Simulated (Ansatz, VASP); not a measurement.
Two plane-wave programs on Cd

```xyz
2
Lattice="2.9789 0.0000 0.0000 -1.4894 2.5798 0.0000 0.0000 0.0000 5.6177" Properties=species:S:1:pos:R:3 pbc="T T T"
Cd    1.4894    0.8599    4.2132
Cd    0.0000    1.7199    1.4044
```

Alike in both runs: functional r2SCAN; k mesh 6 × 6 × 3; occupations fermi-dirac, width 0.05 eV; no spin polarisation.

|  | VASP | Ansatz |
| --- | --- | --- |
| version | VASP 6.6.1 | Ansatz 0.2.0 |
| potentials or method | VASP PAW PBE potentials, release 64 (Cd) | Ansatz PAW |
| plane-wave cutoff (eV) | 520 | 500 |
| valence electrons in the cell | 24 | 40 |
| task | single point | projected density of states |

Ansatz gave:

| Property | Result |
| --- | --- |
| gap on the k mesh at the Fermi level (eV) | none |
| pressure (GPa) | 0.7 |
| traceless stress, the component that is largest in VASP (GPa) | 0.93 |

Which values does VASP return?

gap on the k mesh at the Fermi level (eV): none; pressure (GPa): 1.1; traceless stress, the component that is largest in VASP (GPa): 0.82.

VASP's potentials were made for PBE, not for r2SCAN. A gap of «none» marks a metal or a gap that the smearing closes. The functional is the same, so the differences come from potentials, cutoffs and numerics. VASP's potentials hold 24 valence electrons a cell and Ansatz's 40, so a difference there can come from the potentials and not from the codes.

The k mesh is coarse, so the values compare programs but aren't converged.
